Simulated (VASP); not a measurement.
# WC (zincblende type) (F-43m) in VASP: notebook

The runs below take WC (zincblende type) through single point, relaxation of cell and atoms, with PBE.

Everything below comes from runs of VASP 6.6.1. Logs are shortened: lines on timing, memory, paths and dates and some standing lists are left out, and cuts for length are marked.

### Step 1. The cell of the first run

The structure is cubic, space group F-43m (No. 216). Conventional cell: a = 4.057 Å, b = 4.057 Å, c = 4.057 Å, α = 90.00°, β = 90.00°, γ = 90.00°. W (site symmetry -43m) has 4 C at 1.76 Å within 2.3 Å. C (site symmetry -43m) has 4 W at 1.76 Å within 2.3 Å.

### Step 2. Single point, PBE

INCAR reads:

```
PREC = Accurate
ENCUT = 520
EDIFF = 1E-6
ISMEAR = -1
SIGMA = 0.08
LREAL = False
LASPH = True
NELM = 60
ALGO = Normal
ISIF = 2
LWAVE = False
LCHARG = True
GGA = PE
LELF = True
LVHAR = True
NBANDS = 16
```

KPOINTS reads:

```
regular mesh
0
Gamma
  15 15 15
```

POSCAR reads:

```
WC
1.0
    0.0000000000      2.0282918856      2.0282918856
    2.0282918856      0.0000000000      2.0282918856
    2.0282918856      2.0282918856      0.0000000000
W C
1 1
Direct
    0.0000000000      0.0000000000      0.0000000000
    0.2500000000      0.2500000000      0.2500000000
```

Potentials or basis: VASP PAW PBE potentials, release 64 (W_sv, C).

Command:

```sh
> cat potpaw_PBE.64/W_sv/POTCAR potpaw_PBE.64/C/POTCAR > POTCAR
> mpirun -np 1 vasp_std > vasp.out
```

OUTCAR:

```text
PREC = Accurate
   ENCUT = 520
   EDIFF = 1E-6
   ISMEAR = -1
   LREAL = False
   LASPH = True
   NELM = 60
   ISIF = 2
   GGA = PE

 ion  position               nearest neighbor table
   1  0.000  0.000  0.000-   2 1.76   2 1.76   2 1.76   2 1.76
   2  0.250  0.250  0.250-   1 1.76   1 1.76   1 1.76   1 1.76

  LATTYP: Found a face centered cubic cell.
 ALAT       =     4.0565837712

  Lattice vectors:

 A1 = (   0.0000000000,   2.0282918856,   2.0282918856)
 A2 = (   2.0282918856,   0.0000000000,   2.0282918856)
 A3 = (   2.0282918856,   2.0282918856,   0.0000000000)

Analysis of symmetry for initial positions (statically):
[... 5 lines left out ...]
 face centered cubic supercell.

 Subroutine GETGRP returns: Found 24 space group operations
 (whereof 24 operations were pure point group operations)
 out of a pool of 48 trial point group operations.

The static configuration has the point symmetry T_d .

Analysis of symmetry for dynamics (positions and initial velocities):
[... 5 lines left out ...]
 face centered cubic supercell.

 Subroutine GETGRP returns: Found 24 space group operations
 (whereof 24 operations were pure point group operations)
 out of a pool of 48 trial point group operations.

The dynamic configuration has the point symmetry T_d .

 Subroutine INISYM returns: Found 24 space group operations
 (whereof 24 operations are pure point group operations),
 and found     1 'primitive' translations

----------------------------------------------------------------------------------------

                                     Primitive cell

  volume of cell :      16.6887

  direct lattice vectors                    reciprocal lattice vectors
     0.000000000  2.028291886  2.028291886    -0.246512843  0.246512843  0.246512843
     2.028291886  0.000000000  2.028291886     0.246512843 -0.246512843  0.246512843
     2.028291886  2.028291886  0.000000000     0.246512843  0.246512843 -0.246512843

  length of vectors
     2.868437893  2.868437893  2.868437893     0.426972770  0.426972770  0.426972770

  position of ions in fractional coordinates (direct lattice)
     0.000000000  0.000000000  0.000000000
     0.250000000  0.250000000  0.250000000

  ion indices of the primitive-cell ions
   primitive index   ion index
                 1           1
                 2           2

----------------------------------------------------------------------------------------

 KPOINTS: regular mesh

Automatic generation of k-mesh.
 Grid dimensions read from file:
 generate k-points for:   15   15   15

 Generating k-lattice:

  Cartesian coordinates                     Fractional coordinates (reciprocal lattice)
    -0.016434190  0.016434190  0.016434190     0.066666667  0.000000000  0.000000000
     0.016434190 -0.016434190  0.016434190     0.000000000  0.066666667  0.000000000
     0.016434190  0.016434190 -0.016434190     0.000000000  0.000000000  0.066666667

  Length of vectors
     0.028464851  0.028464851  0.028464851

  Shift w.r.t. Gamma in fractional coordinates (k-lattice)
     0.000000000  0.000000000  0.000000000

 Subroutine IBZKPT returns following result:
 ===========================================

 Found    120 irreducible k-points:

 Following reciprocal coordinates:
            Coordinates               Weight
  0.000000  0.000000  0.000000      1.000000
  0.066667  0.000000  0.000000      8.000000
  0.133333  0.000000  0.000000      8.000000
  0.200000  0.000000  0.000000      8.000000
  0.266667  0.000000  0.000000      8.000000
  0.333333  0.000000  0.000000      8.000000
[... 16 lines left out ...]
  0.133333  0.133333  0.000000      6.000000
  0.200000  0.133333  0.000000     24.000000
 [... further k-points ...]
   k-points           NKPTS =    120   k-points in BZ     NKDIM =    120   number of bands    NBANDS=     16
   number of dos      NEDOS =    301   number of ions     NIONS =      2
   total plane-waves  NPLWV =  13824
   dimension x,y,z NGX =    24 NGY =   24 NGZ =   24
   dimension x,y,z NGXF=    48 NGYF=   48 NGZF=   48
   ions per type =               1   1
   NGX,Y,Z   is equivalent  to a cutoff of  13.91, 13.91, 13.91 a.u.
   NGXF,Y,Z  is equivalent  to a cutoff of  27.82, 27.82, 27.82 a.u.
 SYSTEM =  unknown system
   PREC   = accura    normal or accurate (medium, high low for compatibility)
   ISTART =      0    job   : 0-new  1-cont  2-samecut
   ICHARG =      2    charge: 1-file 2-atom 10-const
   ISPIN  =      1    spin polarized calculation?
   LNONCOLLINEAR =      F non collinear calculations
   LSORBIT =      F    spin-orbit coupling
   LASPH  =      T    aspherical Exc in radial PAW
   ENCUT  =  520.0 eV  38.22 Ry    6.18 a.u.   5.33  5.33  5.33*2*pi/ulx,y,z
   NELM   =     60;   NELMIN=  2; NELMDL= -5     # of ELM steps
   EDIFF  = 0.1E-05   stopping-criterion for ELM
   LREAL  =      F    real-space projection
   EDIFFG = 0.1E-04   stopping-criterion for IOM
   NSW    =      0    number of steps for IOM
[... 47 lines left out ...]
 cond. band min:      15.3845475968   @ k =   0.0667   0.0667   0.0000
 fundamental gap:      0.0135001649
 Fermi energy:        15.3771959669

 k-point     1 :       0.0000    0.0000    0.0000
  band No.  band energies     occupation
      1     -58.9629      2.00000
      2     -23.1393      2.00000
      3     -23.1393      2.00000
      4     -23.1393      2.00000
      5      -1.3644      2.00000
      6       6.5669      2.00000
[... 8 lines left out ...]
     15      34.0433      0.00000
     16      36.2439      0.00000

 k-point     2 :       0.0667    0.0000    0.0000
  band No.  band energies     occupation
      1     -58.9575      2.00000
      2     -23.2144      2.00000
      3     -23.1495      2.00000
      4     -23.1495      2.00000
      5      -1.1943      2.00000
      6       6.5101      2.00000
[... 8 lines left out ...]
     15      33.7094      0.00000
     16      35.9935      0.00000

 k-point     3 :       0.1333    0.0000    0.0000
  band No.  band energies     occupation
      1     -58.9421      2.00000
      2     -23.4228      2.00000
      3     -23.1783      2.00000
      4     -23.1783      2.00000
      5      -0.7258      2.00000
      6       6.3990      2.00000
[... 8 lines left out ...]
     15      31.9262      0.00000
     16      35.3140      0.00000

 k-point     4 :       0.2000    0.0000    0.0000
  band No.  band energies     occupation
      1     -58.9194      2.00000
      2     -23.7189      2.00000
      3     -23.2205      2.00000
      4     -23.2205      2.00000
      5      -0.0827      2.00000
      6       6.3867      2.00000
[... 8 lines left out ...]
     15      29.4633      0.00000
     16      34.6033      0.00000

 k-point     5 :       0.2667    0.0000    0.0000
  band No.  band energies     occupation
      1     -58.8933      2.00000
      2     -24.0448      2.00000
      3     -23.2683      2.00000
      4     -23.2683      2.00000
      5       0.5463      2.00000
      6       6.6605      2.00000
[... 8 lines left out ...]
     15      27.3952      0.00000
     16      34.7050      0.00000

 k-point     6 :       0.3333    0.0000    0.0000
  band No.  band energies     occupation
      1     -58.8682      2.00000
      2     -24.3436      2.00000
      3     -23.3136      2.00000
      4     -23.3136      2.00000
      5       0.9905      2.00000
      6       7.3264      2.00000
[... 8 lines left out ...]
     15      28.0238      0.00000
     16      35.9250      0.00000
[... 267 lines left out ...]
 k-point    21 :      -0.1333    0.0667    0.0000
  band No.  band energies     occupation
      1     -58.9310      2.00000
      2     -23.5422      2.00000
      3     -23.2490      2.00000
      4     -23.1783      2.00000
      5      -0.3888      2.00000
      6       6.2700      2.00000
[... 8 lines left out ...]
     15      31.0287      0.00000
     16      33.4305      0.00000

 k-point    22 :      -0.0667    0.0667    0.0000
  band No.  band energies     occupation
      1     -58.9488      2.00000
      2     -23.3182      2.00000
      3     -23.1938      2.00000
      4     -23.1538      2.00000
      5      -0.9232      2.00000
      6       6.3878      2.00000
[... 8 lines left out ...]
     15      32.9746      0.00000
     16      34.6095      0.00000

 k-point    23 :       0.1333    0.1333    0.0000
  band No.  band energies     occupation
      1     -58.9353      2.00000
      2     -23.4149      2.00000
      3     -23.2419      2.00000
      4     -23.2419      2.00000
      5      -0.5000      2.00000
      6       5.9562      2.00000
[... 8 lines left out ...]
     15      33.0430      0.00000
     16      33.6451      0.00000

 k-point    24 :       0.2000    0.1333    0.0000
  band No.  band energies     occupation
      1     -58.9184      2.00000
      2     -23.6087      2.00000
      3     -23.2939      2.00000
      4     -23.2802      2.00000
      5       0.0075      2.00000
      6       5.7504      2.00000
[... 8 lines left out ...]
     15      31.1056      0.00000
     16      32.7328      0.00000

 [... further k-points ...]

------------------------ aborting loop because EDIFF is reached ----------------------------------------

  FORCE on cell =-STRESS in cart. coord.  units (eV):
  Direction    XX          YY          ZZ          XY          YZ          ZX
  --------------------------------------------------------------------------------------
  -------------------------------------------------------------------------------------
  Total       29.5918308     29.5918308     29.5918308      0.0000000      0.0000000     -0.0000000
  in kB     2840.9334657   2840.9334657   2840.9334657      0.0000000      0.0000000     -0.0000000
  external PRESSURE =    2840.9334657 kB  Pullay stress =       0.0000000 kB

 VOLUME and BASIS-vectors are now :
 -----------------------------------------------------------------------------
  energy-cutoff  :      520.00
  volume of cell :       16.69
      direct lattice vectors                 reciprocal lattice vectors
     0.000000000  2.028291886  2.028291886    -0.246512843  0.246512843  0.246512843
     2.028291886  0.000000000  2.028291886     0.246512843 -0.246512843  0.246512843
     2.028291886  2.028291886  0.000000000     0.246512843  0.246512843 -0.246512843

 POSITION                                       TOTAL-FORCE (eV/Angst)
 -----------------------------------------------------------------------------------
      0.00000      0.00000      0.00000        -0.000000      0.000000     -0.000000
      1.01415      1.01415      1.01415         0.000000     -0.000000      0.000000
 -----------------------------------------------------------------------------------
    total drift:                                0.000000      0.000000      0.000000

  FREE ENERGIE OF THE ION-ELECTRON SYSTEM (eV)
  ---------------------------------------------------
  free  energy   TOTEN  =       -15.3904037788 eV

  energy  without entropy=      -15.3803611711  energy(sigma->0) =      -15.38538247
```

It took 12 s on 1 thread of Intel Xeon 6975P-C (Granite Rapids), shared host; peak memory 0.16 GiB.

What came out:

```yaml
Free_energy: -15.3904 eV
Pressure: 284.1 GPa
Band_gap_on_the_k_mesh: zero (band 9 reaches 16.92 eV, above the bottom of band 10 at 14.73 eV)
```

Levels at points of the mesh, in eV from the Fermi level:
| k point | band 6 | band 7 | band 8 | band 9 | band 10 | band 11 | band 12 | band 13 |
| --- | --- | --- | --- | --- | --- | --- | --- | --- |
| (0.00, 0.00, 0.00) | -8.81 | -8.81 | -8.81 | -0.10 | -0.10 | 3.84 | 9.70 | 9.70 |

Caveat: spin-orbit coupling is left out, which moves the levels of the heavy elements.

### Step 3. Single point, PBE

INCAR reads:

```
ALGO = Normal
EDIFF = 1E-7
ENCUT = 520
GGA = PE
ISIF = 2
ISMEAR = -1
LASPH = T
LCHARG = T
LELF = T
LREAL = F
LVHAR = T
LWAVE = F
NBANDS = 16
NELM = 100
PREC = Accurate
SIGMA = 0.08
```

KPOINTS reads:

```
k-points
0
Gamma
  15 15 15
```

POSCAR reads:

```
WC
1.0
    0.0000000000      2.0271392205      2.0271392205
    2.0271392205      0.0000000000      2.0271392205
    2.0271392205      2.0271392205      0.0000000000
W C
1 1
Direct
    0.0000000000      0.0000000000      0.0000000000
    0.2500000000      0.2500000000      0.2500000000
```

Potentials or basis: VASP PAW PBE potentials, release 64 (W_sv, C).

Command:

```sh
> cat potpaw_PBE.64/W_sv/POTCAR potpaw_PBE.64/C/POTCAR > POTCAR
> mpirun -np 1 vasp_std > vasp.out
```

Run time: 13 s. Hardware: 1 thread of Intel Xeon 6975P-C (Granite Rapids), shared host; peak memory 0.16 GiB.

Results (log left out):

| Item | Value |
| --- | --- |
| Free energy | -15.3398 eV |
| Pressure | 286.1 GPa |
| Band gap on the k mesh | zero (band 9 reaches 16.95 eV, above the bottom of band 10 at 14.76 eV) |

Levels at points of the mesh, in eV from the Fermi level:
```tsv
k point	band 7	band 8	band 9	band 10	band 11	band 12
(0.00, 0.00, 0.00)	-8.82	-8.82	-0.10	-0.10	3.85	9.70
```

Caveat: spin-orbit coupling is left out, which moves the levels of the heavy elements.

### Step 4. Relaxation of cell and atoms, PBE, target pressure 280 GPa, at which the enthalpy is minimised

This run uses another cell than the first one, of 8.04 Å³/atom, 0.964 times its volume.

INCAR reads:

```
SYSTEM = WC
ALGO = Normal
EDIFF = 1E-7
EDIFFG = -0.005
ENCUT = 600
GGA = PE
IBRION = 2
ISIF = 3
ISMEAR = -1
LASPH = .True.
LCHARG = .False.
LREAL = .False.
LWAVE = .False.
NELM = 80
NSW = 60
PREC = Accurate
PSTRESS = 2800.0
SIGMA = 0.08
```

KPOINTS reads:

```
k-points
0
Gamma
  15 15 15
  0 0 0
```

POSCAR reads:

```
WC
1.0
    0.0000000000      2.0034186302      2.0034186302
    2.0034186302      0.0000000000      2.0034186302
    2.0034186302      2.0034186302      0.0000000000
W C
1 1
Direct
    0.0000000000      0.0000000000      0.0000000000
    0.2500000000      0.2500000000      0.2500000000
```

Command:

```sh
> cat potpaw_PBE.64/W_sv/POTCAR potpaw_PBE.64/C/POTCAR > POTCAR
> mpirun -np 1 vasp_std > vasp.out
```

Wall time 72 s (1 thread of Intel Xeon 6975P-C (Granite Rapids), shared host); peak memory 0.18 GiB.

It converged, with:

```
Free energy                                            : -15.4897 eV
Relaxed volume                                         : 8.37 Å³/atom
Relaxed cell                                           : a = 2.872 Å, b = 2.872 Å, c = 2.872 Å, α = 60.00°, β = 60.00°, γ = 60.00°
Space group after relaxing (to 0.05 Å)                 : F-43m (No. 216)
Energy change on relaxing (the enthalpy is what falls) : -629.2 meV/atom
Ionic steps                                            : 15
Pressure after relaxing                                : 280.0 GPa
Band gap on the k mesh                                 : zero (band 9 reaches 16.86 eV, above the bottom of band 10 at 14.68 eV)
```

The path:
| step | energy change (eV) | largest force (eV/Å) | pressure (GPa) | volume (Å³) |
| --- | --- | --- | --- | --- |
| 1 | 0.0000 | 0.0000 | 330.72 | 16.08 |
| 2 | -6.4508 | 0.0000 | 45.94 | 22.76 |
| 3 | -1.4754 | 0.0000 | 271.20 | 16.87 |
| 4 | -1.2640 | 0.0000 | 279.77 | 16.75 |
| 5 | -1.2405 | 0.0000 | 280.72 | 16.73 |
| 6 | -1.2424 | 0.0000 | 280.65 | 16.73 |
| 7 | -1.2482 | 0.0000 | 280.41 | 16.74 |
| 8 | -1.2482 | 0.0000 | 280.41 | 16.74 |
| 9 | -1.2485 | 0.0000 | 280.40 | 16.74 |
| 10 | -1.2490 | 0.0000 | 280.39 | 16.74 |
| 11 | -1.2499 | 0.0000 | 280.35 | 16.74 |
| 12 | -1.2518 | 0.0000 | 280.27 | 16.74 |
| 13 | -1.2556 | 0.0000 | 280.11 | 16.74 |
| 14 | -1.2633 | 0.0000 | 279.80 | 16.75 |
| 15 | -1.2583 | 0.0000 | 280.00 | 16.74 |

Final structure:
```yaml
crystal:
  lattice:
    - [0.00000, 2.03053, 2.03053]
    - [2.03053, 0.00000, 2.03053]
    - [2.03053, 2.03053, 0.00000]
  atoms:
    - { symbol: W, position: [0.00000, 0.00000, 0.00000] }
    - { symbol: C, position: [0.25000, 0.25000, 0.25000] }
```

Levels at points of the mesh, in eV from the Fermi level:
| k point | band 6 | band 7 | band 8 | band 9 | band 10 | band 11 | band 12 | band 13 |
| --- | --- | --- | --- | --- | --- | --- | --- | --- |
| (0.00, 0.00, 0.00) | -8.78 | -8.78 | -8.78 | -0.10 | -0.10 | 3.83 | 9.68 | 9.68 |

Caveat: the cell is relaxed towards a set pressure, so the enthalpy falls and the energy may rise; spin-orbit coupling is left out, which moves the levels of the heavy elements.

### Step 5. Relaxation of cell and atoms, PBE, target pressure 280 GPa, at which the enthalpy is minimised

INCAR reads:

```
SYSTEM = WC
PREC = Accurate ; ENCUT = 600
EDIFF = 1E-6 ; ISMEAR = -1
SIGMA = 0.08 ; LREAL = .False.
LASPH = .True. ; NELM = 100
ALGO = Normal ; ISIF = 3
LWAVE = .False. ; LCHARG = .False.
GGA = PE ; IBRION = 2
NSW = 32 ; EDIFFG = -0.005
PSTRESS = 2800.0
```

KPOINTS reads:

```
regular mesh
0
Gamma
  15 15 15
  0 0 0
```

POSCAR reads:

```
WC
1.0
    0.0000000000      2.0282918856      2.0282918856
    2.0282918856      0.0000000000      2.0282918856
    2.0282918856      2.0282918856      0.0000000000
W C
1 1
Direct
    0.0000000000      0.0000000000      0.0000000000
    0.2500000000      0.2500000000      0.2500000000
```

Command:

```sh
> cat potpaw_PBE.64/W_sv/POTCAR potpaw_PBE.64/C/POTCAR > POTCAR
> mpirun -np 1 vasp_std > vasp.out
```

Run time: 22 s. Hardware: 1 thread of Intel Xeon 6975P-C (Granite Rapids), shared host; peak memory 0.17 GiB.

The run converged. Its results:

| Property | Result |
| --- | --- |
| Free energy | -15.4903 eV |
| Relaxed volume | 8.37 Å³/atom |
| Relaxed cell | a = 2.872 Å, b = 2.872 Å, c = 2.872 Å, α = 60.00°, β = 60.00°, γ = 60.00° |
| Space group after relaxing (to 0.05 Å) | F-43m (No. 216) |
| Energy change on relaxing (the enthalpy is what falls) | -48.3 meV/atom |
| Ionic steps | 3 |
| Pressure after relaxing | 280.0 GPa |
| Band gap on the k mesh | zero (band 9 reaches 16.86 eV, above the bottom of band 10 at 14.68 eV) |

The path:
| step | energy change (eV) | largest force (eV/Å) | pressure (GPa) | volume (Å³) |
| --- | --- | --- | --- | --- |
| 1 | 0.0000 | 0.0000 | 283.84 | 16.69 |
| 2 | -0.8122 | 0.0000 | 250.93 | 17.18 |
| 3 | -0.0966 | 0.0000 | 280.00 | 16.74 |

Final structure:
```xyz
2
Lattice="0.0000 2.0305 2.0305 2.0305 0.0000 2.0305 2.0305 2.0305 0.0000" Properties=species:S:1:pos:R:3 pbc="T T T"
W     0.0000    0.0000    0.0000
C     1.0153    1.0153    1.0153
```

Levels at points of the mesh, in eV from the Fermi level:
```
           k point  band 5  band 6  band 7  band 8  band 9  band 10  band 11  band 12  band 13
(0.00, 0.00, 0.00)  -16.72   -8.78   -8.78   -8.78   -0.10    -0.10     3.83     9.68     9.68
```

Caveat: the cell is relaxed towards a set pressure, so the enthalpy falls and the energy may rise; spin-orbit coupling is left out, which moves the levels of the heavy elements.

### Step 6. The runs side by side

```csv
task,cell,cutoff (eV),gap on the mesh (eV),pressure (GPa)
single point,"a = 2.868 Å, angles 60.0°, 2 atoms",520,none,284.1
single point,"a = 2.867 Å, angles 60.0°, 2 atoms",520,none,286.1
relaxation of cell and atoms,"relaxed to 280 GPa from a = 2.833 Å, angles 60.0°, 2 atoms",600,none,280.0
relaxation of cell and atoms,"relaxed to 280 GPa from a = 2.868 Å, angles 60.0°, 2 atoms",600,none,280.0
```

Alike in all rows: level PBE; potentials or basis VASP PAW PBE potentials, release 64 (W_sv, C); no spin polarisation; k mesh 15 × 15 × 15; smearing fermi-dirac 0.08 eV.

Caveats: spin-orbit coupling is left out, which moves the levels of the heavy elements; the cell is relaxed towards a set pressure, so the enthalpy falls and the energy may rise (some runs).

Absolute energies hang on the potentials; compare differences alone.
